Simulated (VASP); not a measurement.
# CoSi2 (Cm) in VASP: a series of runs, part 2 of 2

VASP 6.6.1. Earlier steps stand in the parts before.

## Step 3: Single point, PBE (atoms displaced along several vibrational modes)

INCAR

```
ALGO = Normal
EDIFF = 1E-6
ENCUT = 520
GGA = PE
ISIF = 2
ISMEAR = 0
LASPH = True
LCHARG = False
LREAL = False
LWAVE = False
NBANDS = 16
NELM = 80
PREC = Accurate
SIGMA = 0.15
```

KPOINTS

```
k-points
0
Gamma
  12 12 12
```

POSCAR

```
CoSi2
1.0
    0.0000000000      2.6801763726      2.6801763726
    2.6801763726      0.0000000000      2.6801763726
    2.6801763726      2.6801763726      0.0000000000
Co Si
1 2
Direct
   -0.0104017627      0.0104017627     -0.0104017627
    0.2915084623      0.2084915377      0.2303184594
    0.7303184594      0.7696815406      0.7915084623
```

Potentials or basis: VASP PAW PBE potentials, release 64 (Co, Si).

Launch:

```
$ cat potpaw_PBE.64/Co/POTCAR potpaw_PBE.64/Si/POTCAR > POTCAR
$ mpirun -np 1 vasp_std > vasp.out
```

It took 3.3 min on 1 thread of AMD EPYC 7R13 (Zen 3), shared host; peak memory 0.36 GiB.

The run converged. Its results:

```
Free energy            : -18.8942 eV
Pressure               : 5.4 GPa
Largest force          : 2.391 eV/Å
Band gap on the k mesh : zero (an odd number of electrons rules out a gap without spin polarisation)
```

Forces in eV/Å, atoms in the order of the input:
```
Co   0.000  1.445  0.802
Si   2.244 -0.723 -0.401
Si  -2.244 -0.723 -0.401
```

Stress tensor (GPa, compression positive):
```
 9.54  0.00  0.00
 0.00  2.92 12.19
 0.00 12.19  3.66
```

Levels at points of the mesh, in eV from the Fermi level:
| k point | band 5 | band 6 | band 7 | band 8 | band 9 | band 10 | band 11 | band 12 | band 13 | band 14 |
| --- | --- | --- | --- | --- | --- | --- | --- | --- | --- | --- |
| (0.00, 0.00, 0.00) | -2.03 | -1.86 | 0.63 | 2.30 | 2.83 | 3.14 | 3.41 | 3.49 | 3.75 | 5.63 |
| (0.50, 0.00, 0.00) | -2.75 | -1.97 | -1.74 | -1.39 | -0.05 | 2.61 | 3.26 | 4.00 | 4.27 | 10.32 |
| (0.00, 0.50, 0.00) | -1.90 | -1.78 | -1.48 | -0.90 | 0.64 | 2.05 | 2.81 | 3.75 | 4.17 | 9.55 |
| (0.50, 0.50, 0.00) | -3.59 | -2.60 | -2.04 | -1.67 | -1.32 | 1.47 | 2.68 | 8.54 | 9.70 | 9.86 |
| (0.00, 0.50, 0.50) | -3.70 | -2.28 | -1.89 | -1.76 | -1.46 | 1.40 | 2.87 | 8.65 | 9.32 | 9.84 |
| (0.50, 0.00, 0.50) | -3.61 | -2.60 | -1.96 | -1.63 | -1.34 | 1.46 | 2.67 | 8.58 | 9.71 | 9.84 |

Caveat: the cell differs from its parent crystal (atoms displaced along several vibrational modes); the stress differs along the axes, from 3 to 10 GPa; an odd number of electrons without spin polarisation forces a metal; a magnetic or distorted state may lie lower. Spin polarisation is off, so any magnetic state and its effect on volume and gap are missing.

## Step 4: Single point, PBE (atoms displaced along several vibrational modes)

INCAR

```
PREC = Accurate
ENCUT = 520
EDIFF = 1E-6
ISMEAR = 0
SIGMA = 0.15
LREAL = F
LASPH = T
NELM = 80
ALGO = Normal
ISIF = 2
LWAVE = F
LCHARG = F
GGA = PE
NBANDS = 16
```

KPOINTS

```
regular mesh
0
Gamma
  12 12 12
```

POSCAR

```
CoSi2
1.0
    0.0000000000      2.6801763726      2.6801763726
    2.6801763726      0.0000000000      2.6801763726
    2.6801763726      2.6801763726      0.0000000000
Co Si
1 2
Direct
   -0.0104017627      0.0104017627     -0.0104017627
    0.2838597120      0.2161402880      0.2379672098
    0.7379672098      0.7620327902      0.7838597120
```

Potentials or basis: VASP PAW PBE potentials, release 64 (Co, Si).

Launch:

```
$ cat potpaw_PBE.64/Co/POTCAR potpaw_PBE.64/Si/POTCAR > POTCAR
$ mpirun -np 1 vasp_std > vasp.out
```

OUTCAR:

```text
PREC = Accurate
   ENCUT = 520
   EDIFF = 1E-6
   ISMEAR = 0
   LREAL = F
   LASPH = T
   NELM = 80
   ISIF = 2
   GGA = PE

 ion  position               nearest neighbor table
   1  0.990  0.010  0.990-   3 2.19   2 2.19   3 2.32   2 2.32   2 2.33   3 2.33   2 2.46   3 2.46

   2  0.284  0.216  0.238-   1 2.19   1 2.32   1 2.33   3 2.43   1 2.46   3 2.69   3 2.69   3 2.69
                             3 2.69   3 2.93
   3  0.738  0.762  0.784-   1 2.19   1 2.32   1 2.33   2 2.43   1 2.46   2 2.69   2 2.69   2 2.69
                             2 2.69   2 2.93

[... 652 lines left out ...]
  FORCE on cell =-STRESS in cart. coord.  units (eV):
  Direction    XX          YY          ZZ          XY          YZ          ZX
  --------------------------------------------------------------------------------------
  -------------------------------------------------------------------------------------
  Total        1.3334639      0.4285889      0.5877013      0.0000000      2.1985430      0.0000000
  in kB       55.4845074     17.8332847     24.4538410      0.0000000     91.4798456      0.0000000
  external PRESSURE =      32.5905444 kB  Pullay stress =       0.0000000 kB

 VOLUME and BASIS-vectors are now :
 -----------------------------------------------------------------------------
  energy-cutoff  :      520.00
  volume of cell :       38.51
      direct lattice vectors                 reciprocal lattice vectors
     0.000000000  2.680176373  2.680176373    -0.186554887  0.186554887  0.186554887
     2.680176373  0.000000000  2.680176373     0.186554887 -0.186554887  0.186554887
     2.680176373  2.680176373  0.000000000     0.186554887  0.186554887 -0.186554887

 POSITION                                       TOTAL-FORCE (eV/Angst)
 -----------------------------------------------------------------------------------
      2.68018      5.30460      2.68018         0.000000      1.388408      0.599083
      1.21709      1.39859      1.34009         1.526037     -0.694204     -0.299541
      4.14326      4.07876      4.02026        -1.526037     -0.694204     -0.299541
 -----------------------------------------------------------------------------------
    total drift:                                0.000000     -0.000121     -0.000048

  FREE ENERGIE OF THE ION-ELECTRON SYSTEM (eV)
  ---------------------------------------------------
  free  energy   TOTEN  =       -19.0476043383 eV

  energy  without entropy=      -19.0362007024  energy(sigma->0) =      -19.04190252
```

stdout:

```text
POSCAR found type information on POSCAR CoSi
 POSCAR found :  2 types and       3 ions
 scaLAPACK will be used
 LDA part: xc-table for (Slater+PW92), standard interpolation
 POSCAR, INCAR and KPOINTS ok, starting setup
 FFT: planning ... GRIDC
 FFT: planning ... GRID_SOFT
 FFT: planning ... GRID
 WAVECAR not read
 entering main loop
```

Wall time 3 min (1 thread of AMD EPYC 7R13 (Zen 3), shared host); peak memory 0.36 GiB.

What came out:

```yaml
Free_energy: -19.0476 eV
Pressure: 3.3 GPa
Largest_force: 1.703 eV/Å
Band_gap_on_the_k_mesh: zero (an odd number of electrons rules out a gap without spin polarisation)
```

Forces in eV/Å, atoms in the order of the input:
```
Co   0.000  1.388  0.599
Si   1.526 -0.694 -0.300
Si  -1.526 -0.694 -0.300
```

Caveat: the cell differs from its parent crystal (atoms displaced along several vibrational modes); the cell stands under pressure; an odd number of electrons without spin polarisation forces a metal; a magnetic or distorted state may lie lower. Spin polarisation is off, so any magnetic state and its effect on volume and gap are missing.

## Step 5: Summary

| cell | gap on the mesh (eV) | pressure (GPa) | largest force (eV/Å) |
| --- | --- | --- | --- |
| as given, atomic positions A | none | 8.6 | 3.33 |
| as given, atomic positions B | none | 5.4 | 2.39 |
| as given, atomic positions C | none | 3.3 | 1.70 |

Alike in all rows: task single point; level PBE; potentials or basis VASP PAW PBE potentials, release 64 (Co, Si); no spin polarisation; k mesh 12 × 12 × 12; cutoff (eV) 520; smearing gaussian 0.15 eV.

Caveats: an odd number of electrons without spin polarisation forces a metal; a magnetic or distorted state may lie lower; the stress differs along the axes, from 5 to 13 GPa (at least some runs); the stress differs along the axes, from 3 to 10 GPa (at least some runs); the cell stands under pressure (at least some runs).

Absolute energies hang on the potentials; compare differences alone.
